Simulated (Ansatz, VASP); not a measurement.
Two plane-wave programs on MgO

INCAR

```
SYSTEM = MgO
ALGO = Normal
EDIFF = 1E-7
ENCUT = 520
GGA = PE
ISIF = 2
ISMEAR = 0
LASPH = .True.
LCHARG = .False.
LREAL = .False.
LWAVE = .False.
NBANDS = 26
NELM = 100
PREC = Accurate
SIGMA = 0.05
```

KPOINTS

```
k-points
0
Gamma
  6 6 6
  0 0 0
```

POSCAR

```
MgO
1.0
    1.4688622380      2.5441440255      2.6797873418
   -1.4688622380     -2.5441440255      2.6797873418
    4.4065867139     -2.5441440255      0.0000000000
Mg O
4 4
Direct
    0.4292492885      0.5707507115      0.0471671410
    0.2500000000      0.7500000000      0.5000000000
    0.7500000000      0.2500000000      0.5000000000
    0.0000000000      0.0000000000      0.0000000000
    0.7500000000      0.7500000000      0.3333333333
    0.5000000000      1.0000000000      0.8333333333
    0.0000000000      0.5000000000      0.8333333333
    0.2500000000      0.2500000000      0.3333333333
```

Input for Ansatz:

```yaml
crystal:
  lattice:
    - [1.468862238, 2.5441440255, 2.6797873418]
    - [-1.468862238, -2.5441440255, 2.6797873418]
    - [4.4065867139, -2.5441440255, 0.0]
  atoms:
    - { symbol: Mg, position: [0.4292492885, 0.5707507115, 0.047167141] }
    - { symbol: Mg, position: [0.25, 0.75, 0.5] }
    - { symbol: Mg, position: [0.75, 0.25, 0.5] }
    - { symbol: Mg, position: [0.0, 0.0, 0.0] }
    - { symbol: O, position: [0.75, 0.75, 0.3333333333] }
    - { symbol: O, position: [0.5, 1.0, 0.8333333333] }
    - { symbol: O, position: [0.0, 0.5, 0.8333333333] }
    - { symbol: O, position: [0.25, 0.25, 0.3333333333] }
basis:
  ecutwfc: 420
kpoints:
  mp_grid: { grid: [6, 6, 6] }
hamiltonian:
  xc: pbe
scf:
  occupations: { method: gaussian, width: 0.05 }
output:
  forces: true
  stress: true
  eigenvalues: true
```

Alike in both runs: task single point; functional PBE; k mesh 6 × 6 × 6; occupations gaussian, width 0.05 eV; no spin polarisation.

|  | VASP | Ansatz |
| --- | --- | --- |
| version | VASP 6.6.1 | Ansatz 0.2.0 |
| potentials or method | VASP PAW PBE potentials, release 64 (Mg, O), cutoff 520 eV | scalar-relativistic, plane waves, PAW |
| valence electrons in the cell | 32 | 64 |

Ansatz gave:

| Property | Result |
| --- | --- |
| gap on the k mesh at the Fermi level (eV) | 2.33 |
| least direct gap on the mesh (eV) | 2.61 |
| pressure (GPa) | 3.1 |
| traceless stress, the component that is largest in VASP (GPa) | -2.16 |
| rms of the force components (eV/Å) | 0.857 |

Question: Which values does VASP return?

Answer: gap on the k mesh at the Fermi level (eV): 2.29; least direct gap on the mesh (eV): 2.57; pressure (GPa): 2.5; traceless stress, the component that is largest in VASP (GPa): -2.29; rms of the force components (eV/Å): 0.870.

Atom by atom the forces differ by 0.013 eV/Å (rms over components). VASP's potentials hold 32 valence electrons a cell and Ansatz's 64, so a difference there can come from the potentials and not from the codes.
